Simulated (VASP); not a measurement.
# Cl (Cmce) in VASP: elastic constants with PBE

Aim: the elastic constants of Cl with PBE.

Program: VASP 6.6.1. These are calculated values, not measurements. Logs are shortened: lines on timing, memory, paths and dates and some standing lists are left out, and cuts for length are marked.

## (1) The cell of the first run

Symmetry: Cmce, No. 64, orthorhombic system. The conventional cell has a = 6.290 Å, b = 4.500 Å, c = 8.210 Å, α = 90.00°, β = 90.00°, γ = 90.00°. Cl (site symmetry m) has 1 Cl at 2.02 Å within 2.7 Å.

## (2) Elastic constants, PBE

INCAR

```
  PREC = Accurate
  ENCUT = 500
  EDIFF = 1E-8
  ISMEAR = 0
  SIGMA = 0.01
  LREAL = False
  LASPH = True
  NELM = 120
  ALGO = Normal
  ISIF = 3
  LWAVE = False
  LCHARG = True
  GGA = PE
  NBANDS = 22
  IBRION = 6
  NFREE = 2
  POTIM = 0.015
  NSW = 1
  GGA_COMPAT = False
```

KPOINTS

```
regular mesh
0
Gamma
  6 6 4
```

POSCAR

```
Cl
1.0
    3.1450000000     -2.2500000000      0.0000000000
    3.1450000000      2.2500000000      0.0000000000
    0.0000000000      0.0000000000      8.2100000000
Cl
4
Direct
    0.8700000000      0.1300000000      0.1000000000
    0.6300000000      0.3700000000      0.6000000000
    0.3700000000      0.6300000000      0.4000000000
    0.1300000000      0.8700000000      0.9000000000
```

Potentials or basis: VASP PAW PBE potentials, release 64 (Cl).

On the command line:

```
$ cat potpaw_PBE.64/Cl/POTCAR > POTCAR
$ mpirun -np 1 vasp_std > vasp.out
```

OUTCAR:

```text
PREC = Accurate
   ENCUT = 500
   EDIFF = 1E-8
   ISMEAR = 0
   LREAL = False
   LASPH = True
   NELM = 120
   ISIF = 3
   GGA = PE
   IBRION = 6
   NFREE = 2
   POTIM = 0.015
   NSW = 1

 ion  position               nearest neighbor table
   1  0.870  0.130  0.100-   4 2.02
   2  0.630  0.370  0.600-   3 2.02
   3  0.370  0.630  0.400-   2 2.02
   4  0.130  0.870  0.900-   1 2.02

  LATTYP: Found a base centered orthorhombic cell.
 ALAT       =     4.5000000000
 B/A-ratio  =     1.3977777778
 C/A-ratio  =     1.8244444444

  Lattice vectors:

 A1 = (  -3.1450000000,  -2.2500000000,   0.0000000000)
 A2 = (   3.1450000000,  -2.2500000000,   0.0000000000)
 A3 = (   0.0000000000,   0.0000000000,   8.2100000000)

Analysis of symmetry for initial positions (statically):
=====================================================================
 Subroutine PRICEL returns:
 Original cell was already a primitive cell.

 Routine SETGRP: Setting up the symmetry group for a
 base centered orthorhombic supercell.

 Subroutine GETGRP returns: Found  8 space group operations
 (whereof  4 operations were pure point group operations)
 out of a pool of  8 trial point group operations.

The static configuration has the point symmetry C_2h.
 The point group associated with its full space group is D_2h.

Analysis of symmetry for dynamics (positions and initial velocities):
=====================================================================
 Subroutine PRICEL returns:
 Original cell was already a primitive cell.

 Routine SETGRP: Setting up the symmetry group for a
 base centered orthorhombic supercell.

 Subroutine GETGRP returns: Found  8 space group operations
 (whereof  4 operations were pure point group operations)
 out of a pool of  8 trial point group operations.

The dynamic configuration has the point symmetry C_2h.
 The point group associated with its full space group is D_2h.

 Subroutine INISYM returns: Found  8 space group operations
 (whereof  4 operations are pure point group operations),
 and found     1 'primitive' translations

----------------------------------------------------------------------------------------

                                     Primitive cell

  volume of cell :     116.1920

  direct lattice vectors                    reciprocal lattice vectors
     3.145000000 -2.250000000  0.000000000     0.158982512 -0.222222222  0.000000000
     3.145000000  2.250000000  0.000000000     0.158982512  0.222222222  0.000000000
     0.000000000  0.000000000  8.210000000     0.000000000  0.000000000  0.121802680

  length of vectors
     3.866978795  3.866978795  8.210000000     0.273236445  0.273236445  0.121802680

  position of ions in fractional coordinates (direct lattice)
     0.870000000  0.130000000  0.100000000
     0.630000000  0.370000000  0.600000000
     0.370000000  0.630000000  0.400000000
     0.130000000  0.870000000  0.900000000

  ion indices of the primitive-cell ions
   primitive index   ion index
                 1           1
                 2           2
                 3           3
                 4           4

----------------------------------------------------------------------------------------

[... 126 lines left out ...]
  Total        0.8591655      0.0426132     -0.3230232      0.0000000     -0.0000000      0.0000000
  in kB       11.8470735      0.5875952     -4.4541822      0.0000000     -0.0000000      0.0000000
  external PRESSURE =       2.6601622 kB  Pullay stress =       0.0000000 kB
[... 95 lines left out ...]
  FREE ENERGIE OF THE ION-ELECTRON SYSTEM (eV)
  ---------------------------------------------------
  free  energy   TOTEN  =        -7.2987028256 eV

  energy  without entropy=       -7.2987028256  energy(sigma->0) =       -7.29870283

[... ionic steps 4 to 16 ...]

--------------------------------------- Ionic step       17  -------------------------------------------

 number of electron      28.0000009 magnetization

------------------------ aborting loop because EDIFF is reached ----------------------------------------
[... 71 lines left out ...]
--------------------------------------- Ionic step       19  -------------------------------------------

 number of electron      28.0000009 magnetization

 Free energy of the ion-electron system (eV)
  ---------------------------------------------------
  ext. energy  EPLUGINS =         0.00000000
  ---------------------------------------------------
  free energy    TOTEN  =        -7.31257225 eV

  energy without entropy =       -7.31257225  energy(sigma->0) =       -7.31257225

 E-fermi :  -0.5153     XC(G=0):  -7.7320

 val. band max:       -0.6063152163   @ k =   0.5000   0.0000   0.5000
 cond. band min:       1.9601789165   @ k =   0.0000   0.0000   0.0000
 fundamental gap:      2.5664941328
 Fermi energy:        -0.5153017851

 k-point     1 :       0.0000    0.0000    0.0000
  band No.  band energies     occupation
      1     -17.2489      2.00000
      2     -17.0287      2.00000
      3     -13.2054      2.00000
      4     -12.6730      2.00000
      5      -5.9191      2.00000
      6      -5.1243      2.00000
[... 589 lines left out ...]
     21       9.7041      0.00000
     22      10.5487      0.00000

 [... further k-points ...]

------------------------ aborting loop because EDIFF is reached ----------------------------------------

  FORCE on cell =-STRESS in cart. coord.  units (eV):
  Direction    XX          YY          ZZ          XY          YZ          ZX
  --------------------------------------------------------------------------------------
  -------------------------------------------------------------------------------------
  Total        0.8556365      0.1900427     -0.0527813      0.0000000      0.1970882      0.0000000
  in kB       11.7984116      2.6205080     -0.7278032      0.0000000      2.7176592      0.0000000
  external PRESSURE =       4.5637055 kB  Pullay stress =       0.0000000 kB
[... 19 lines left out ...]
  FREE ENERGIE OF THE ION-ELECTRON SYSTEM (eV)
  ---------------------------------------------------
  free  energy   TOTEN  =        -7.3125722504 eV

  energy  without entropy=       -7.3125722504  energy(sigma->0) =       -7.31257225

 INTERNAL STRAIN TENSORS FROM STRAINED CELLS
 ============================================

 INTERNAL STRAIN TENSOR FOR ION    1 for displacements in x,y,z  (eV/Angst):
          X           Y           Z          XY          YZ          ZX
  --------------------------------------------------------------------------------
  x     0.00000     0.00000     0.00000    -0.02846     0.00000    -0.58714
  y     0.46760    -6.58676   -13.11405    -0.00059    -9.26971    -0.00002
  z     0.23995    -9.51241   -17.62102     0.00038   -12.81160     0.00001

 INTERNAL STRAIN TENSORS FROM DISPLACED ATOMS
 ============================================

 INTERNAL STRAIN TENSOR FOR ION    1 for displacements in x,y,z  (eV/Angst):
          X           Y           Z          XY          YZ          ZX
  --------------------------------------------------------------------------------
  x     0.00000     0.00000     0.00000    -0.18868     0.00000    -0.58775
  y     0.47331    -6.74628   -13.09060     0.00000    -9.33556     0.00000
  z     0.23603    -9.52074   -17.67937     0.00000   -12.80645     0.00000

 INTERNAL STRAIN TENSOR FOR ION    4 for displacements in x,y,z  (eV/Angst):
          X           Y           Z          XY          YZ          ZX
  --------------------------------------------------------------------------------
  x     0.00000     0.00000     0.00000     0.18868     0.00000     0.58775
  y    -0.47331     6.74628    13.09060     0.00000     9.33556     0.00000
  z    -0.23603     9.52074    17.67937     0.00000    12.80645     0.00000

 Eigenvectors and eigenvalues of the dynamical matrix
 ----------------------------------------------------

   1 f  =   14.613264 THz    91.817849 2PiTHz  487.446035 cm-1    60.435579 meV
             X         Y         Z           dx          dy          dz
      3.145000 -1.665000  0.821000    -0.000000    0.278016    0.415581
      3.145000 -0.585000  4.926000    -0.000000    0.278016   -0.415581
      3.145000  0.585000  3.284000     0.000000   -0.278016    0.415581
      3.145000  1.665000  7.389000     0.000000   -0.278016   -0.415581
[... 57 lines left out ...]
  10 f  =    0.000000 THz     0.000000 2PiTHz    0.000001 cm-1     0.000000 meV
             X         Y         Z           dx          dy          dz
      3.145000 -1.665000  0.821000     0.500000    0.000000    0.000000
      3.145000 -0.585000  4.926000     0.500000    0.000000    0.000000
      3.145000  0.585000  3.284000     0.500000    0.000000    0.000000
      3.145000  1.665000  7.389000     0.500000    0.000000    0.000000

  11 f/i=    0.000640 THz     0.004021 2PiTHz    0.021345 cm-1     0.002646 meV
             X         Y         Z           dx          dy          dz
      3.145000 -1.665000  0.821000    -0.000000    0.500000   -0.000170
      3.145000 -0.585000  4.926000    -0.000000    0.500000    0.000170
      3.145000  0.585000  3.284000    -0.000000    0.500000    0.000170
      3.145000  1.665000  7.389000    -0.000000    0.500000   -0.000170

  12 f/i=    0.722126 THz     4.537251 2PiTHz   24.087527 cm-1     2.986471 meV
             X         Y         Z           dx          dy          dz
      3.145000 -1.665000  0.821000     0.000000    0.499930    0.008377
      3.145000 -0.585000  4.926000     0.000000   -0.499930    0.008377
      3.145000  0.585000  3.284000     0.000000   -0.499930    0.008377
      3.145000  1.665000  7.389000     0.000000    0.499930    0.008377

--------------------------------------------------------------------------------------------------------

 ELASTIC MODULI CONTR FROM IONIC RELAXATION (kBar)
 Direction    XX          YY          ZZ          XY          YZ          ZX
 --------------------------------------------------------------------------------
 XX          -2.9452      7.8737     19.6814     -0.0000     -0.0000     -0.0000
 YY           7.8737   -245.7775   -459.6685     -0.0000     -0.0000      0.0000
 ZZ          19.6814   -459.6685   -868.8200      0.0000     -0.0000      0.0000
 XY          -0.0000     -0.0000      0.0000     -1.8405      0.0000     -0.0000
 YZ          -0.0000      0.0000      0.0000      0.0000   -458.7131      0.0000
 ZX          -0.0000      0.0000      0.0000     -0.0000      0.0000    -12.4392
 --------------------------------------------------------------------------------

 TOTAL ELASTIC MODULI (kBar)
 Direction    XX          YY          ZZ          XY          YZ          ZX
 --------------------------------------------------------------------------------
 XX         119.1036     44.6512     36.8385     -0.0000     -0.0000     -0.0000
 YY          44.6512     77.9953     14.9135     -0.0000     -0.0000      0.0000
 ZZ          36.8385     14.9135    112.3856      0.0000     -0.0000      0.0000
 XY          -0.0000     -0.0000      0.0000     38.9296      0.0000     -0.0000
 YZ          -0.0000      0.0000      0.0000      0.0000     26.2399      0.0000
 ZX          -0.0000      0.0000      0.0000     -0.0000      0.0000     41.8980
 --------------------------------------------------------------------------------
```

Run time: 24 min. Hardware: 1 thread of Intel Xeon Platinum 8259CL at 2.50GHz (Skylake/Cascade Lake), shared host; peak memory 0.36 GiB.

What came out:

| Property | Result |
| --- | --- |
| Voigt bulk modulus | 6 GPa |
| Highest phonon frequency at Γ | 487 cm⁻¹ |
| Most unstable mode | 24i cm⁻¹ |

Phonon frequencies in cm⁻¹ (negative: imaginary):
| q point | frequencies |
| --- | --- |
| (0.000, 0.000, 0.000) | -24 0 0 0 44 63 90 99 108 119 486 487 |

Elastic tensor in Voigt notation (GPa, in the Cartesian axes of the cell as first typed):
```
12  4  4  0  0  0
 4  8  1  0  0  0
 4  1 11  0  0  0
 0  0  0  3  0  0
 0  0  0  0  4  0
 0  0  0  0  0  4
```

Clamped-ion elastic tensor (GPa):
```
12  4  2  0  0  0
 4 32 47  0  0  0
 2 47 98  0  0  0
 0  0  0 48  0  0
 0  0  0  0  5  0
 0  0  0  0  0  4
```

Caveat: some modes are imaginary; this functional lacks dispersion, which holds the molecules together, so the pressure and a relaxed volume are unreliable.
